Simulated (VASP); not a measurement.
Here is a VASP 6.6.1 calculation.

The input INCAR:

```
SYSTEM = ZrC
  PREC = Accurate
  ENCUT = 520
  EDIFF = 1E-6
  ISMEAR = 0
  SIGMA = 0.05
  LREAL = .False.
  LASPH = .True.
  NELM = 80
  ALGO = Fast
  ISIF = 2
  LWAVE = .False.
  LCHARG = .False.
  GGA = PE
  NBANDS = 24
```

Contents of KPOINTS:

```
regular mesh
0
Gamma
  8 8 12
  0 0 0
```

The input POSCAR:

```
ZrC
1.0
    4.2514550570      0.0250272811      0.0399996344
    0.0250272811      4.2480320022     -0.0407849373
    0.0293438258     -0.0299199258      3.1221159626
Zr C
2 2
Direct
    0.4936169066     -0.0100900350      0.1881191961
    0.0029146487      0.5057166846      0.7576314539
    0.0178811354      0.0077137829      0.0242625251
    0.4855873092      0.4966595674      0.0299868250
```

Potentials or basis: VASP PAW PBE potentials, release 64 (Zr_sv, C).

Command:

```sh
$ cat potpaw_PBE.64/Zr_sv/POTCAR potpaw_PBE.64/C/POTCAR > POTCAR
$ mpirun -np 1 vasp_std > vasp.out
```

Problem. Estimate the pressure.

Solution. 2.9 GPa.

Problem. What does it give for the largest force?

Solution. 2.125 eV/Å.

Forces on the atoms (eV/Å):
```
Zr   0.980  0.939  1.635
Zr  -0.143 -0.563  0.648
C   -1.588 -0.256 -1.180
C    0.751 -0.121 -1.103
```

Caveat: the cell differs from its parent crystal (atoms moved at random and the cell strained at random); forces of over 1 eV/Å act on the atoms, so gaps and moduli don't describe the material at rest.
